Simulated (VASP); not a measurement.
A run of VASP 6.6.1 is set up as follows.

The input INCAR:

```
ALGO = Normal
EDIFF = 1E-7
ENCUT = 520
GGA = PE
ISIF = 2
ISMEAR = 0
LASPH = T
LCHARG = F
LREAL = F
LWAVE = F
NBANDS = 11
NELM = 80
PREC = Accurate
SIGMA = 0.05
```

KPOINTS

```
k-points
0
Gamma
  10 10 10
```

The input POSCAR:

```
C
1.0
   -0.0297228333      1.7685085833      1.7685085833
    1.7685085833     -0.0297228333      1.7685085833
    1.7685085833      1.7685085833     -0.0297228333
C
2
Direct
    0.0000000000      0.0000000000      0.0000000000
    0.2500000000      0.2500000000      0.2500000000
```

Potentials or basis: VASP PAW PBE potentials, release 64 (C).

Run with:

```bash
$ cat potpaw_PBE.64/C/POTCAR > POTCAR
$ mpirun -np 1 vasp_std > vasp.out
```

Question: What does it give for the largest force?

Answer: 0.131 eV/Å.

Question: What does it give for the band gap on the k mesh?

Answer: 4.12 eV, indirect (least direct gap 5.33 eV).

Question: Predict the pressure.

Answer: 2.9 GPa.

Forces on the atoms (eV/Å):
```
C   -0.076 -0.076 -0.076
C    0.076  0.076  0.076
```

A k mesh can miss the band edges. As with any semilocal functional, this PBE gap is likely too small.
